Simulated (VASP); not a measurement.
# Mg9O8 (a cell with a defect) in VASP: further runs

The runs below take Mg9O8 (a cell with a defect) through single point, with PBE+D3(BJ).

All numbers are computed with VASP 6.6.1; they aren't measurements. Logs are shortened: lines on timing, memory, paths and dates and some standing lists are left out, and cuts for length are marked.

### Step 1. The cell of the first run

The cell holds a defect, 17 atoms: a = 5.769 Å, b = 5.769 Å, c = 5.769 Å, α = 60.00°, β = 60.00°, γ = 60.00°.

### Step 2. Single point, PBE+D3(BJ)

File INCAR:

```
SYSTEM = Mg9O8
PREC = Accurate
ENCUT = 520
EDIFF = 1E-6
ISMEAR = -1
SIGMA = 0.05
LREAL = Auto
LASPH = .True.
NELM = 100
ALGO = Normal
ISIF = 2
LWAVE = .False.
LCHARG = .False.
GGA = PE
IVDW = 12
NBANDS = 47
```

File KPOINTS:

```
regular mesh
0
Gamma
  2 2 2
  0 0 0
```

File POSCAR:

```
Mg9O8
1.0
    0.0000000000      4.0790000000      4.0790000000
    4.0790000000      0.0000000000      4.0790000000
    4.0790000000      4.0790000000      0.0000000000
Mg O
9 8
Direct
    0.0470967112      0.0470031045     -0.1419043193
    0.0046450176      0.0045501137      0.5167984358
   -0.0083551330      0.4959467508      0.0154411385
    0.0048142207      0.4732082321      0.5167042663
    0.4964231526     -0.0085060209      0.0152907856
    0.4733875827      0.0045705862      0.5168863083
    0.4965059770      0.4958534434      0.0153666551
    0.4915677767      0.4915340551      0.5245694573
    0.9072799735      0.9073545994      0.2773704991
    0.2461130775      0.2458188288      0.2614055050
    0.2606892473      0.2605698120      0.7470759570
    0.2663202864      0.7205976321      0.2913495108
    0.2607218781      0.7308500663      0.7471475642
    0.7208065627      0.2660916465      0.2918176926
    0.7310892026      0.2606796119      0.7468883527
    0.7210645186      0.7203988317      0.2916425342
    0.7545228478      0.7542801063      0.7361778568
```

Potentials or basis: VASP PAW PBE potentials, release 64 (Mg, O).

Run with:

```console
$ cat potpaw_PBE.64/Mg/POTCAR potpaw_PBE.64/O/POTCAR > POTCAR
$ mpirun -np 1 vasp_std > vasp.out
```

OUTCAR:

```text
SYSTEM = Mg9O8
   PREC = Accurate
   ENCUT = 520
   EDIFF = 1E-6
   ISMEAR = -1
   LREAL = Auto
   LASPH = .True.
   NELM = 100
   ISIF = 2
   GGA = PE
   IVDW = 12
 IVDW          = 12

 ion  position               nearest neighbor table
   1  0.047  0.047  0.858-  13 1.84  15 1.84  11 1.84   9 1.97   2 2.24   6 2.24   4 2.24  12 2.73
                            16 2.73  14 2.73  10 2.81   7 2.98   5 2.98   3 2.98   3 2.98   5 2.98
   2  0.005  0.005  0.517-  10 1.97  15 1.99  13 1.99  17 2.05  14 2.08  12 2.09   9 2.10   1 2.24
                             4 2.70   6 2.70   3 2.87   5 2.87   8 2.89   8 2.89   5 2.91   3 2.91
   3  0.992  0.496  0.015-  10 2.04  16 2.05  14 2.05  11 2.06  13 2.06  17 2.11   7 2.86   5 2.86
                             8 2.86   2 2.87   4 2.87   4 2.91   2 2.91   5 2.91   8 2.91   7 2.91
   4  0.005  0.473  0.517-  10 1.97  11 1.99  15 1.99  17 2.05  16 2.08  12 2.08   9 2.10   1 2.24
                             6 2.70   2 2.70   3 2.87   7 2.87   8 2.89   8 2.89   7 2.91   3 2.91
   5  0.496  0.991  0.015-  10 2.04  12 2.05  16 2.05  15 2.06  11 2.06  17 2.11   3 2.86   8 2.86
                             7 2.86   6 2.87   2 2.87   2 2.91   6 2.91   7 2.91   3 2.91   8 2.91
   6  0.473  0.005  0.517-  10 1.97  11 1.99  13 1.99  17 2.05  14 2.08  16 2.09   9 2.10   1 2.24
                             4 2.70   2 2.70   7 2.87   5 2.87   8 2.89   8 2.89   5 2.91   7 2.91
   7  0.497  0.496  0.015-  10 2.04  12 2.05  14 2.05  15 2.06  13 2.06  17 2.11   3 2.86   8 2.86
                             5 2.86   6 2.87   4 2.87   4 2.91   6 2.91   5 2.91   8 2.91   3 2.91
   8  0.492  0.492  0.525-  14 1.87  16 1.87  12 1.87  11 1.88  15 1.88  13 1.88   5 2.86   3 2.86
                             7 2.86   4 2.89   6 2.89   2 2.89   2 2.89   6 2.89   4 2.89   7 2.91
   9  0.907  0.907  0.277-  14 1.82  16 1.82  12 1.82   1 1.97   6 2.10   2 2.10   4 2.10  17 2.16
                             7 3.14   3 3.14   5 3.14   3 3.14   5 3.14   7 3.14   8 3.53   8 3.53
  10  0.246  0.246  0.261-   4 1.97   2 1.97   6 1.97   7 2.04   3 2.04   5 2.04   1 2.81
  11  0.261  0.261  0.747-   1 1.84   8 1.88   6 1.99   4 1.99   3 2.06   5 2.06
  12  0.266  0.721  0.291-   9 1.82   8 1.87   7 2.05   5 2.05   4 2.08   2 2.09   1 2.73
  13  0.261  0.731  0.747-   1 1.84   8 1.88   6 1.99   2 1.99   3 2.06   7 2.06
  14  0.721  0.266  0.292-   9 1.82   8 1.87   3 2.05   7 2.05   2 2.08   6 2.08   1 2.73
  15  0.731  0.261  0.747-   1 1.84   8 1.88   2 1.99   4 1.99   7 2.06   5 2.06
  16  0.721  0.720  0.292-   9 1.82   8 1.87   3 2.05   5 2.05   4 2.08   6 2.09   1 2.73
  17  0.755  0.754  0.736-   2 2.05   6 2.05   4 2.05   5 2.11   3 2.11   7 2.11   9 2.16

  LATTYP: Found a face centered cubic cell.
 ALAT       =     8.1580000000

  Lattice vectors:

 A1 = (   0.0000000000,   4.0790000000,   4.0790000000)
 A2 = (   4.0790000000,   0.0000000000,   4.0790000000)
 A3 = (   4.0790000000,   4.0790000000,   0.0000000000)

Analysis of symmetry for initial positions (statically):
=====================================================================
 Subroutine PRICEL returns:
 Original cell was already a primitive cell.

 Routine SETGRP: Setting up the symmetry group for a
[... 150 lines left out ...]
   IALGO  =     38    algorithm
   IMIX   =      4    mixing-type and parameters
     AMIX     =   0.40;   BMIX     =  1.00
     AMIX_MAG =   1.60;   BMIX_MAG =  1.00
  volume/ion in A,a.u.               =       7.98        53.88
  Fermi-wavevector in a.u.,A,eV,Ry     =   1.287338  2.432715 22.548092  1.657238
  Thomas-Fermi vector in A             =   2.419358
   LORBIT       =      0    0 simple, 1 ext, 2 COOP (PROOUT), +10 PAW based schemes
   GGA     = PE    functional components
   LHFCALC =     F    Hartree Fock is set to
   AEXX    =    0.0000 exact exchange contribution
   IVDW    =    12    specifies the selected vdW correction
   LEPSILON=     F    determine dielectric tensor
   LRPA    =     F    only Hartree local field effects (RPA)
 non-spin polarized calculation
  energy-cutoff  :      520.00
  volume of cell :      135.73
 maximum number of plane-waves:      3695
 NGX is ok and might be reduce to    48
   NGX = 21   NGY = 21   NGZ = 21

 number of electron      65.9999997 magnetization

 Free energy of the ion-electron system (eV)
  ---------------------------------------------------
  ext. energy  EPLUGINS =         0.00000000
  ---------------------------------------------------
  free energy    TOTEN  =       -77.02294377 eV

  energy without entropy =      -77.00867031  energy(sigma->0) =      -77.01580704

 E-fermi :  11.5708     XC(G=0): -11.9026

 val. band max:       11.4229991122   @ k =   0.5000   0.5000   0.0000
 cond. band min:      11.6685491464   @ k =   0.0000   0.0000   0.0000
 fundamental gap:      0.2455500343
 Fermi energy:        11.5707613861

 k-point     1 :       0.0000    0.0000    0.0000
  band No.  band energies     occupation
      1     -13.5030      2.00000
      2     -12.1753      2.00000
      3     -11.8317      2.00000
      4     -11.8129      2.00000
      5     -11.8112      2.00000
      6     -11.6850      2.00000
[... 373 lines left out ...]
     44      16.6370      0.00000
     45      16.7419      0.00000
 [bands above 45 left out]

------------------------ aborting loop because EDIFF is reached ----------------------------------------

 Edisp (eV)   -6.24772

 E8    (eV) :    -2.4808

  FORCE on cell =-STRESS in cart. coord.  units (eV):
  Direction    XX          YY          ZZ          XY          YZ          ZX
  --------------------------------------------------------------------------------------
  -------------------------------------------------------------------------------------
  Total      55.40817    55.33623    55.36455     4.40704    -4.42376    -4.40946
  in kB     654.02334   653.17418   653.50850    52.01949   -52.21689   -52.04805
  external pressure =      653.57 kB  Pullay stress =        0.00 kB

 VOLUME and BASIS-vectors are now :
 -----------------------------------------------------------------------------
  energy-cutoff  :      520.00
  volume of cell :      135.73
      direct lattice vectors                 reciprocal lattice vectors
     0.000000000  4.079000000  4.079000000    -0.122579063  0.122579063  0.122579063
     4.079000000  0.000000000  4.079000000     0.122579063 -0.122579063  0.122579063
     4.079000000  4.079000000  0.000000000     0.122579063  0.122579063 -0.122579063

 POSITION                                       TOTAL-FORCE (eV/Angst)
 -----------------------------------------------------------------------------------
      3.69190      3.69228      0.38383         0.139515      0.137765     -0.140972
      2.12658      2.12697      0.03751        -0.027980     -0.019411      0.000947
      2.08595      4.10790      6.06789         0.004647      0.003284     -0.000507
      4.03785      2.12727      1.94985         0.004660     -0.030007      0.024190
      4.10668      2.08728      6.06921         0.005890      0.009084     -0.007860
      2.12702      4.03933      1.94959        -0.032368      0.000987      0.018255
[... 9 lines left out ...]
      4.12812      4.13083      5.87973        -0.010123     -0.021228     -0.020009
      6.07958      6.08057      6.15441        -0.014996     -0.016024      0.014592
 -----------------------------------------------------------------------------------
    total drift:                               -0.008608     -0.005335      0.002971

  FREE ENERGIE OF THE ION-ELECTRON SYSTEM (eV)
  ---------------------------------------------------
  free  energy   TOTEN  =       -83.2706592544 eV

  energy  without entropy=      -83.2563858001  energy(sigma->0) =      -83.26352253
```

OSZICAR:

```text
N       E                     dE             d eps       ncg     rms          rms(c)
DAV:   1     0.366432508537E+03    0.36643E+03   -0.33755E+04   752   0.131E+03
DAV:   2    -0.678380338409E+02   -0.43427E+03   -0.42229E+03   964   0.288E+02
DAV:   3    -0.917295378764E+02   -0.23892E+02   -0.23787E+02   920   0.682E+01
DAV:   4    -0.919040229811E+02   -0.17449E+00   -0.17429E+00   912   0.634E+00
DAV:   5    -0.919051399233E+02   -0.11169E-02   -0.11167E-02   871   0.490E-01    0.220E+01
DAV:   6    -0.774074152118E+02    0.14498E+02   -0.50463E+01   907   0.336E+01    0.595E+00
DAV:   7    -0.771757187973E+02    0.23170E+00   -0.18932E+00   857   0.595E+00    0.390E+00
DAV:   8    -0.770308535189E+02    0.14487E+00   -0.24092E-01   899   0.299E+00    0.714E-01
DAV:   9    -0.770225866242E+02    0.82669E-02   -0.28489E-02   921   0.970E-01    0.205E-01
DAV:  10    -0.770229190076E+02   -0.33238E-03   -0.59465E-03   880   0.370E-01    0.119E-01
DAV:  11    -0.770229243611E+02   -0.53535E-05   -0.75972E-04   874   0.196E-01    0.474E-02
DAV:  12    -0.770229405940E+02   -0.16233E-04   -0.13143E-04   920   0.714E-02    0.163E-02
DAV:  13    -0.770229433848E+02   -0.27907E-05   -0.33405E-05   912   0.309E-02    0.692E-03
DAV:  14    -0.770229437653E+02   -0.38057E-06   -0.34257E-06   832   0.112E-02
   1 F= -.83270659E+02 E0= -.83263523E+02  d E =-.142735E-01
```

stdout:

```text
POSCAR found type information on POSCAR MgO
 POSCAR found :  2 types and      17 ions
 scaLAPACK will be used
 LDA part: xc-table for (Slater+PW92), standard interpolation
 POSCAR, INCAR and KPOINTS ok, starting setup
 FFT: planning ... GRIDC
 FFT: planning ... GRID_SOFT
 FFT: planning ... GRID
 WAVECAR not read
 entering main loop
```

It took 3.3 min on 1 thread of Intel Xeon Platinum 8259CL at 2.50GHz (Skylake/Cascade Lake), shared host; peak memory 0.32 GiB.

Results:

```
Free energy                : -83.2707 eV
Pressure                   : 65.4 GPa
Largest force              : 0.241 eV/Å
Band gap on the k mesh     : 0.25 eV
Dispersion energy per atom : -0.368 eV
```

Forces in eV/Å, atoms in the order of the input:
```
Mg   0.140  0.138 -0.141
Mg  -0.028 -0.019  0.001
Mg   0.005  0.003 -0.001
Mg   0.005 -0.030  0.024
Mg   0.006  0.009 -0.008
Mg  -0.032  0.001  0.018
Mg   0.004  0.001 -0.001
Mg   0.020  0.010 -0.006
Mg  -0.081 -0.075  0.071
O   -0.010 -0.006  0.009
O   -0.003  0.005  0.006
O   -0.011  0.022  0.020
O   -0.006 -0.001  0.001
O    0.021 -0.016  0.015
O   -0.003 -0.005 -0.004
O   -0.010 -0.021 -0.020
O   -0.015 -0.016  0.015
```

Levels at points of the mesh, in eV from the valence-band top:
```tsv
k point	band 30	band 31	band 32	band 33	band 34	band 35	band 36	band 37
(0.00, 0.00, 0.00)	-7.07	-7.07	-6.82	-1.98	0.25	0.82	0.82	0.95
(0.50, 0.00, 0.00)	-7.23	-7.22	-7.06	-0.46	0.38	1.31	1.97	2.15
(0.00, 0.50, 0.00)	-7.23	-7.22	-7.06	-0.46	0.38	1.31	1.96	2.15
(0.00, 0.00, 0.50)	-7.70	-7.28	-7.28	-0.14	0.61	1.90	1.90	2.11
(0.50, 0.50, 0.50)	-7.23	-7.22	-7.06	-0.46	0.38	1.31	1.97	2.15
(0.50, 0.50, 0.00)	-7.50	-7.44	-7.35	0.00	1.26	1.86	2.11	2.57
(0.00, 0.50, 0.50)	-7.50	-7.44	-7.35	0.00	1.26	1.86	2.11	2.58
(0.50, 0.00, 0.50)	-7.50	-7.44	-7.35	0.00	1.26	1.86	2.11	2.57
```

Caveat: the k points lie up to 0.67 Å⁻¹ apart.

### Step 3. Single point, PBE+D3(BJ)

File INCAR:

```
SYSTEM = Mg9O8
ALGO = Normal ; EDIFF = 1E-6
ENCUT = 520 ; GGA = PE
ISIF = 2 ; ISMEAR = -1
IVDW = 12 ; LASPH = .TRUE.
LCHARG = .TRUE. ; LELF = .TRUE.
LREAL = Auto ; LVHAR = .TRUE.
LWAVE = .FALSE. ; NBANDS = 47
NELM = 100 ; PREC = Accurate
SIGMA = 0.05
```

File KPOINTS:

```
k-points
0
G
  2 2 2
  0 0 0
```

File POSCAR:

```
Mg9O8
1.0
    0.0000000000      4.0790000000      4.0790000000
    4.0790000000      0.0000000000      4.0790000000
    4.0790000000      4.0790000000      0.0000000000
Mg O
9 8
Direct
    0.0088696080      0.0084835451      0.0078706669
    0.0031906506      0.0033661560      0.5078686530
    0.0031290120      0.5084219786      0.0029058348
    0.0293690738      0.4935016812      0.4930220070
    0.5086787856      0.0031922986      0.0026938816
    0.4936644818      0.0291592278      0.4930280284
    0.4936361288      0.4934730703      0.0286001789
    0.4549375159      0.4547355963      0.4540202355
    0.5950253784      0.5946545855      0.5940207352
    0.2527508042      0.2526610945      0.2521737928
    0.2400760893      0.2400016411      0.7676069877
    0.2399779035      0.7681432758      0.2394295101
    0.2331206464      0.7789783911      0.7784104416
    0.7683189905      0.2397956312      0.2393041317
    0.7792053999      0.2329637928      0.7787973038
    0.7792237010      0.7793876895      0.2324231540
    0.7447417503      0.7446390947      0.7441419469
```

Potentials or basis: VASP PAW PBE potentials, release 64 (Mg, O).

Run with:

```console
$ cat potpaw_PBE.64/Mg/POTCAR potpaw_PBE.64/O/POTCAR > POTCAR
$ mpirun -np 1 vasp_std > vasp.out
```

It took 3.7 min on 1 thread of Intel Xeon Platinum 8259CL at 2.50GHz (Skylake/Cascade Lake), shared host; peak memory 0.32 GiB.

Results (log left out):

```
Free energy                : -83.2728 eV
Pressure                   : 65.2 GPa
Largest force              : 0.192 eV/Å
Band gap on the k mesh     : 0.17 eV
Dispersion energy per atom : -0.368 eV
```

Forces in eV/Å, atoms in the order of the input:
```
Mg   0.024  0.022  0.021
Mg  -0.008 -0.009  0.005
Mg  -0.010  0.005 -0.008
Mg   0.008 -0.011 -0.010
Mg   0.009 -0.012 -0.013
Mg  -0.010  0.004 -0.008
Mg  -0.009 -0.009  0.007
Mg   0.109  0.114  0.109
Mg  -0.064 -0.062 -0.067
O   -0.022 -0.020 -0.019
O    0.016  0.017 -0.036
O    0.015 -0.038  0.020
O    0.011 -0.018 -0.022
O   -0.039  0.013  0.015
O   -0.022  0.003 -0.019
O   -0.024 -0.018  0.008
O    0.017  0.017  0.017
```

Stress tensor (GPa, compression positive):
```
65.18  4.98  4.98
 4.98 65.27  4.98
 4.98  4.98 65.26
```

Levels at points of the mesh, in eV from the valence-band top:
```csv
k point,band 31,band 32,band 33,band 34,band 35,band 36
"(0.00, 0.00, 0.00)",-7.10,-6.86,-2.00,0.17,0.80,0.80
"(0.50, 0.00, 0.00)",-7.26,-7.10,-0.46,0.35,1.25,1.96
"(0.00, 0.50, 0.00)",-7.26,-7.11,-0.46,0.36,1.25,1.96
"(0.00, 0.00, 0.50)",-7.26,-7.10,-0.46,0.36,1.25,1.96
"(0.50, 0.50, 0.50)",-7.31,-7.31,-0.16,0.55,1.88,1.88
"(0.50, 0.50, 0.00)",-7.48,-7.39,0.00,1.21,1.80,2.11
"(0.00, 0.50, 0.50)",-7.48,-7.39,0.00,1.22,1.80,2.11
"(0.50, 0.00, 0.50)",-7.48,-7.39,0.00,1.21,1.80,2.11
```

Caveat: the k points lie up to 0.67 Å⁻¹ apart.
